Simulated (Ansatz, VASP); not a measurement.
# Cu in VASP and in Ansatz

```xyz
1
Lattice="0.0000 1.7910 1.7910 1.7910 0.0000 1.7910 1.7910 1.7910 0.0000" Properties=species:S:1:pos:R:3 pbc="T T T"
Cu    0.0000    0.0000    0.0000
```

Alike in both runs: task single point; functional PBE; k mesh 8 × 8 × 8; occupations gaussian, width 0.1 eV; collinear spin.

|  | VASP | Ansatz |
| --- | --- | --- |
| version | VASP 6.6.1 | Ansatz 0.2.0 |
| potentials or method | VASP PAW PBE potentials, release 64 (Cu), cutoff 600 eV | scalar-relativistic, plane waves, PAW |
| valence electrons in the cell | 11 | 19 |

Ansatz gave:

```
gap on the k mesh at the Fermi level (eV) : none
pressure (GPa)                            : 7.1
net moment per atom (μB)                  : 0.00
```

Problem. Estimate VASP's values.

Solution. gap on the k mesh at the Fermi level (eV): none; pressure (GPa): 7.7; net moment per atom (μB): 0.00.

A gap of «none» marks a metal or a gap that the smearing closes. With one functional, cell and mesh, what is left measures potentials, basis and numerics. VASP's potentials hold 11 valence electrons a cell and Ansatz's 19, so a difference there can come from the potentials and not from the codes. Ansatz's warnings: seeded moment not kept.

The k mesh is coarse, so the values compare programs but aren't converged.
